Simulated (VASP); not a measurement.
SnSe, 2 atoms in the cell. It takes space group Fm-3m (No. 225, cubic). The conventional cell has a = 6.060 Å, b = 6.060 Å, c = 6.060 Å, α = 90.00°, β = 90.00°, γ = 90.00°. Sn (site symmetry m-3m) has 6 Se at 3.03 Å within 4.0 Å. Se (site symmetry m-3m) has 6 Sn at 3.03 Å within 4.0 Å.  This cell differs from its parent crystal: volume scaled by 1.02.

| Item | Value |
| --- | --- |
| Program | VASP 6.6.1 |
| Task | single point |
| Functional | LDA |
| Potentials or basis | VASP PAW LDA potentials, release 64 (Sn_d, Se) |
| Cutoff | 520 eV |
| k mesh | 9 × 9 × 9 |
| Occupations | fermi-dirac, width 0.02 eV |
| Spin | no spin polarisation |
| Dipole correction | no |
| Further INCAR settings | ALGO = Normal; EDIFF = 1e-06; NBANDS = 17 |

Potentials or basis: VASP PAW LDA potentials, release 64 (Sn_d, Se).

Run with:

```console
$ cat potpaw_LDA.64/Sn_d/POTCAR potpaw_LDA.64/Se/POTCAR > POTCAR
$ mpirun -np 1 vasp_std > vasp.out
```

Hardware: 1 thread of Intel(R) Xeon(R) Platinum 8488C (Sapphire Rapids) (shared host).

Problem. Estimate the wall time of this run.

Solution. Wall time 16 s on 1 thread of Intel(R) Xeon(R) Platinum 8488C (Sapphire Rapids), on a shared host, peak memory 0.17 GiB. Counts: scf iterations 11, k points 35.
